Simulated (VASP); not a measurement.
Write the native input for VASP 6.6.1 that does the following.

```
Task                   : single point
Functional             : PBEsol
Potentials or basis    : VASP PAW PBE potentials, release 64 (Ir_sv_GW)
Cutoff                 : 560 eV
k mesh                 : 30 × 30 × 30
Occupations            : gaussian, width 0.15 eV
Spin                   : no spin polarisation
Dipole correction      : no
Further INCAR settings : ALGO = Normal; EDIFF = 1e-06; NBANDS = 14
```

The structure of Ir lies in POSCAR:

```
Ir
1.0
    0.0000000000      2.0217242930      1.7184656490
    2.0217242930      0.0000000000      1.7184656490
    2.0217242930      2.0217242930      0.0000000000
Ir
1
Direct
    0.0000000000      0.0000000000      0.0000000000
```

This cell differs from its parent crystal: ratio of the length along z to the lengths across it x 0.85, volume and fractional coordinates fixed.

These files were run (other wordings do the same):

INCAR

```
SYSTEM = Ir
ALGO     = Normal         ! electronic algorithm
EDIFF    = 1E-6           ! SCF threshold, eV
ENCUT    = 560            ! plane-wave cutoff, eV
GGA      = PS             ! functional
GGA_COMPAT= .False.      
ISIF     = 2              ! what is computed and relaxed
ISMEAR   = 0              ! smearing method
LASPH    = .True.         ! aspherical terms in the spheres
LCHARG   = .False.        ! write CHGCAR
LREAL    = .False.        ! projectors in reciprocal space
LWAVE    = .False.        ! write WAVECAR
NBANDS   = 14             ! bands
NELM     = 120            ! most SCF steps
PREC     = Accurate       ! precision mode
SIGMA    = 0.15           ! smearing width, eV
```

KPOINTS

```
k-points
0
Gamma
  30 30 30
  0 0 0
```

Potentials or basis: VASP PAW PBE potentials, release 64 (Ir_sv_GW).

The run is started by

```bash
$ cat potpaw_PBE.64/Ir_sv_GW/POTCAR > POTCAR
$ mpirun -np 1 vasp_std > vasp.out
```

It gave:

The pressure is 3.2 GPa and the band gap on the k mesh is zero (an odd number of electrons rules out a gap without spin polarisation).

Caveat: the stress differs along the axes, from -13 to 36 GPa; the PAW data sets were made with another functional, which shifts forces and pressure a little; spin-orbit coupling is left out, which moves the levels of the heavy elements.

Run time: 2.1 min on 1 thread of Intel(R) Xeon(R) 6975P-C (Granite Rapids), with other jobs on the host, peak memory 0.53 GiB.
